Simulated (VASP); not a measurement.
# BN (P-1) in VASP: further runs, part 2 of 2

VASP 6.6.1. The steps go on from the part before.

## (3) Electric field gradients, PBE (equal xy, yz and zx shear strains of -3 %)

INCAR reads:

```
SYSTEM = BN
PREC     = Accurate       ! precision mode
ENCUT    = 520            ! plane-wave cutoff, eV
EDIFF    = 1E-8           ! SCF threshold, eV
ISMEAR   = -1             ! smearing method
SIGMA    = 0.02           ! smearing width, eV
LREAL    = .False.        ! projectors in reciprocal space
LASPH    = .True.         ! aspherical terms in the spheres
NELM     = 60             ! most SCF steps
ALGO     = Normal         ! electronic algorithm
ISIF     = 2              ! what is computed and relaxed
LWAVE    = .False.        ! write WAVECAR
LCHARG   = .False.        ! write CHGCAR
GGA      = PE             ! functional
LEFG     = .True.       
NBANDS   = 16             ! bands
```

KPOINTS reads:

```
regular mesh
0
Gamma
  11 11 4
  0 0 0
```

POSCAR reads:

```
BN
1.0
    2.5039917043     -0.0375598756     -0.0375598756
   -1.2845236586      2.1873003646     -0.0137478686
   -0.0999180000     -0.0999180000      6.6612000000
B N
2 2
Direct
    0.3333333333      0.6666666667      0.2500000000
    0.6666666667      0.3333333333      0.7500000000
    0.3333333333      0.6666666667      0.7500000000
    0.6666666667      0.3333333333      0.2500000000
```

Potentials or basis: VASP PAW PBE potentials, release 64 (B, N).

On the command line:

```bash
cat potpaw_PBE.64/B/POTCAR potpaw_PBE.64/N/POTCAR > POTCAR
mpirun -np 1 vasp_std > vasp.out
```

OUTCAR:

```text
SYSTEM = BN
   PREC = Accurate
   ENCUT = 520
   EDIFF = 1E-8
   ISMEAR = -1
   LREAL = .False.
   LASPH = .True.
   NELM = 60
   ISIF = 2
   GGA = PE

 ion  position               nearest neighbor table
   1  0.333  0.667  0.250-   4 1.43   4 1.45   4 1.46
   2  0.667  0.333  0.750-   3 1.43   3 1.45   3 1.46
   3  0.333  0.667  0.750-   2 1.43   2 1.45   2 1.46
   4  0.667  0.333  0.250-   1 1.43   1 1.45   1 1.46

  LATTYP: Found a triclinic cell.
 ALAT       =     2.4720677517
 B/A-ratio  =     1.0131417463
 C/A-ratio  =     2.6951925556
 COS(alpha) =     0.0297616073
 COS(beta)  =     0.0411893908
 COS(gamma) =     0.4804578458

  Lattice vectors:

 A1 = (   1.2194680457,   2.1497404890,  -0.0513077442)
 A2 = (   2.5039917043,  -0.0375598756,  -0.0375598756)
 A3 = (   0.0999180000,   0.0999180000,  -6.6612000000)

Analysis of symmetry for initial positions (statically):
=====================================================================
[... 661 lines left out ...]
     -0.04666      1.42070      1.64361         0.375286      0.027177     -0.007168
      1.16621      0.62912      4.96628        -0.375286     -0.027177      0.007168
     -0.09662      1.37074      4.97421         0.381790      0.027276     -0.005522
      1.21617      0.67908      1.63568        -0.381790     -0.027276      0.005522
 -----------------------------------------------------------------------------------
    total drift:                                0.000000     -0.000000     -0.000000

  FREE ENERGIE OF THE ION-ELECTRON SYSTEM (eV)
  ---------------------------------------------------
  free  energy   TOTEN  =       -35.1159400157 eV

  energy  without entropy=      -35.1159400157  energy(sigma->0) =      -35.11594002

 Electric field gradients (V/A^2)
---------------------------------------------------------------------
 ion       V_xx      V_yy      V_zz      V_xy      V_xz      V_yz
---------------------------------------------------------------------
   1     -17.538   -17.481    35.019    -1.294     0.822     0.821
   2     -17.538   -17.481    35.019    -1.294     0.822     0.821
   3      -0.850    -0.932     1.782    -5.501     0.003     0.006
   4      -0.850    -0.932     1.782    -5.501     0.003     0.006
---------------------------------------------------------------------

 Electric field gradients after diagonalization (V/A^2)
 (convention: |V_zz| > |V_xx| > |V_yy|)
----------------------------------------------------------------------
 ion       V_xx      V_yy      V_zz     asymmetry (V_yy - V_xx)/ V_zz
----------------------------------------------------------------------
   1     -18.829   -16.215    35.044       0.075
   2     -18.829   -16.215    35.044       0.075
   3       4.610     1.782    -6.392       0.443
   4       4.610     1.782    -6.392       0.443
----------------------------------------------------------------------

           NMR quadrupolar parameters

 Cq : quadrupolar parameter    Cq=e*Q*V_zz/h
 eta: asymmetry parameters     (V_yy - V_xx)/ V_zz
 Q  : nuclear electric quadrupole moment in mb (millibarn)
----------------------------------------------------------------------
 ion       Cq(MHz)       eta       Q (mb)
----------------------------------------------------------------------
   1       0.085       0.075       1.000
   2       0.085       0.075       1.000
   3      -0.015       0.443       1.000
   4      -0.015       0.443       1.000
----------------------------------------------------------------------
```

It took 65 s on 1 thread of Intel Xeon 6975P-C (Granite Rapids), shared host; peak memory 0.23 GiB.

Results:

* Free energy: -35.1159 eV
* Pressure: 3.6 GPa
* Largest force: 0.383 eV/Å
* Band gap on the k mesh: 4.23 eV (least direct gap 4.53 eV)
* Largest electric field gradient by atom: B +35.0; N -6.4 V/Å²

Forces in eV/Å, atoms in the order of the input:
```
B    0.375  0.027 -0.007
B   -0.375 -0.027  0.007
N    0.382  0.027 -0.006
N   -0.382 -0.027  0.006
```

Electric field gradients, principal values (V/Å²):
| atom | least | middle | greatest (by size) |
| --- | --- | --- | --- |
| 1 B | -16.215 | -18.829 | 35.044 |
| 2 B | -16.215 | -18.829 | 35.044 |
| 3 N | 1.782 | 4.610 | -6.392 |
| 4 N | 1.782 | 4.610 | -6.392 |

Caveat: the cell differs from its parent crystal (equal xy, yz and zx shear strains of -3 %); the cell stands under pressure; without QUAD_EFG the Cq values of the log hold for a quadrupole moment of 1 mb, not for the nuclei; an odd mesh through Γ misses points on the zone boundary, where band edges can lie.
